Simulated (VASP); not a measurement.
A run of VASP 6.6.1 is set up as follows.

INCAR

```
SYSTEM = ZnS
ALGO     = Normal         ! electronic algorithm
EDIFF    = 1E-6           ! SCF threshold, eV
ENCUT    = 520            ! plane-wave cutoff, eV
GGA      = PE             ! functional
ISIF     = 2              ! what is computed and relaxed
ISMEAR   = 0              ! smearing method
LASPH    = .True.         ! aspherical terms in the spheres
LCHARG   = .True.         ! write CHGCAR
LELF     = .True.         ! ELF
LREAL    = .False.        ! projectors in reciprocal space
LVHAR    = .True.       
LWAVE    = .False.        ! write WAVECAR
NBANDS   = 26             ! bands
NELM     = 100            ! most SCF steps
PREC     = Accurate       ! precision mode
SIGMA    = 0.05           ! smearing width, eV
```

KPOINTS

```
k-points
0
Gamma
  10 10 6
  0 0 0
```

POSCAR

```
ZnS
1.0
    3.7937713532      0.0000000000      0.0000000000
   -1.8968856766      3.2855023681      0.0000000000
    0.0000000000      0.0000000000      6.2191709519
Zn S
2 2
Direct
    0.3333333333      0.6666666667      0.0052019370
    0.6666666667      0.3333333333      0.5052019370
    0.3333333333      0.6666666667      0.3797980630
    0.6666666667      0.3333333333      0.8797980630
```

Potentials or basis: VASP PAW PBE potentials, release 64 (Zn, S).

Run with:

```console
$ cat potpaw_PBE.64/Zn/POTCAR potpaw_PBE.64/S/POTCAR > POTCAR
$ mpirun -np 1 vasp_std > vasp.out
```

Question: What does it give for the band gap on the k mesh?

Answer: 2.27 eV, direct.

Question: Predict the pressure.

Answer: 3.2 GPa.

Question: What does it give for the largest force?

Answer: 0.010 eV/Å.

Forces on the atoms (eV/Å):
```
Zn   0.000  0.000  0.010
Zn   0.000  0.000  0.010
S    0.000  0.000 -0.010
S    0.000  0.000 -0.010
```
